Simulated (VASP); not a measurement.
Write the native input for VASP 6.6.1 that does the following.

| Item | Value |
| --- | --- |
| Task | single point |
| Functional | PBE |
| Potentials or basis | VASP PAW PBE potentials, release 64 (Cr_pv) |
| Cutoff | 500 eV |
| k mesh | 8 × 8 × 8 |
| Occupations | fermi-dirac, width 0.1 eV |
| Spin | collinear spin, zero start |
| Starting moments | [0.0] μB |
| Dipole correction | no |
| Further INCAR settings | ALGO = Normal; EDIFF = 1e-06; NBANDS = 16 |

The structure of Cr lies in POSCAR:

```
Cr
1.0
    0.0000000000      1.8307480000      1.8307480000
    1.8307480000      0.0000000000      1.8307480000
    1.8307480000      1.8307480000      0.0000000000
Cr
1
Direct
    0.0000000000      0.0000000000      0.0000000000
```

The input as run:

INCAR

```
ALGO = Normal
EDIFF = 1E-6
ENCUT = 500
GGA = PE
GGA_COMPAT = F
ISIF = 2
ISMEAR = -1
ISPIN = 2
LASPH = T
LCHARG = F
LMAXMIX = 4
LORBIT = 11
LREAL = F
LWAVE = F
MAGMOM = 0
NBANDS = 16
NELM = 200
PREC = Accurate
SIGMA = 0.1
```

KPOINTS

```
k-points
0
Gamma
  8 8 8
```

Potentials or basis: VASP PAW PBE potentials, release 64 (Cr_pv).

The run is started by

```console
$ cat potpaw_PBE.64/Cr_pv/POTCAR > POTCAR
$ mpirun -np 1 vasp_std > vasp.out
```

Results of the run:

- Pressure: -6.7 GPa
- Band gap on the k mesh: zero (filled and empty bands overlap)
- Net moment: 0.00 μB per cell
- Valence electrons inside the program's atomic spheres: Cr 10.94

Caveat: the k points lie up to 0.37 Å⁻¹ apart.

It used 15 s of CPU time on 1 thread of AMD EPYC 7R13 Processor (Zen 3), with other jobs on the host.
